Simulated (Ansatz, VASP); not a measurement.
# InAs: VASP beside Ansatz

```
CELL_PARAMETERS angstrom
0.00000 3.16193 3.16193
3.16193 0.00000 3.16193
3.16193 3.16193 0.00000
ATOMIC_POSITIONS crystal
In 0.00000 0.00000 0.00000
As 0.75000 0.75000 0.75000
```

Alike in both runs: task single point; functional PBE; k mesh 8 × 8 × 8; occupations gaussian, width 0.01 eV; collinear spin.

```csv
,VASP,Ansatz
version,VASP 6.6.1,Ansatz 0.2.0
potentials or method,"VASP PAW PBE potentials, release 64 (In_d, As)",Ansatz PAW
plane-wave cutoff (eV),520,420
valence electrons in the cell,18,28
```

|  | VASP | Ansatz | Ansatz less VASP |
| --- | --- | --- | --- |
| gap on the k mesh at the Fermi level (eV) | none | none | - |
| pressure (GPa) | -2.7 | -2.7 | -0.03 |
| net moment per atom (μB) | 0.00 | 0.00 | 0.000 |

A gap of «none» marks a metal or a gap that the smearing closes. The functional is the same, so the differences come from potentials, cutoffs and numerics. VASP's potentials hold 18 valence electrons a cell and Ansatz's 28, so a difference there can come from the potentials and not from the codes.
